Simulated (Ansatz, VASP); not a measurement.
# One calculation of Al3Cu2, two programs

```
Al Cu
1.0
     4.09195    0.00000    0.00000
    -2.04598    3.54373    0.00000
     0.00000    0.00000    4.99278
Al Cu
3 2
Direct
  0.00000 0.00000 0.00000
  0.33333 0.66667 0.34993
  0.66667 0.33333 0.65007
  0.33333 0.66667 0.83951
  0.66667 0.33333 0.16049
```

Alike in both runs: task single point; functional PBEsol; k mesh 12 × 12 × 8; occupations gaussian, width 0.1 eV; no spin polarisation.

|  | VASP | Ansatz |
| --- | --- | --- |
| version | VASP 6.6.1 | Ansatz 0.2.0 |
| potentials or method | VASP PAW PBE potentials, release 64 (Al, Cu) | scalar-relativistic, plane waves, PAW (harder set) |
| plane-wave cutoff (eV) | 520 | 900 |
| valence electrons in the cell | 31 | 71 |

```tsv
	VASP	Ansatz	Ansatz less VASP
gap on the k mesh at the Fermi level (eV)	none	none	-
pressure (GPa)	0.5	0.1	-0.38
traceless stress, the component that is largest in VASP (GPa)	-0.32	-0.34	-0.015
rms of the force components (eV/Å)	0.025	0.025	-0.0005
```

VASP's potentials were made for PBE, not for PBEsol. Atom by atom the forces differ by 0.001 eV/Å (rms over components). A gap of «none» marks a metal or a gap that the smearing closes. With one functional, cell and mesh, what is left measures potentials, basis and numerics. VASP's potentials hold 31 valence electrons a cell and Ansatz's 71, so a difference there can come from the potentials and not from the codes.
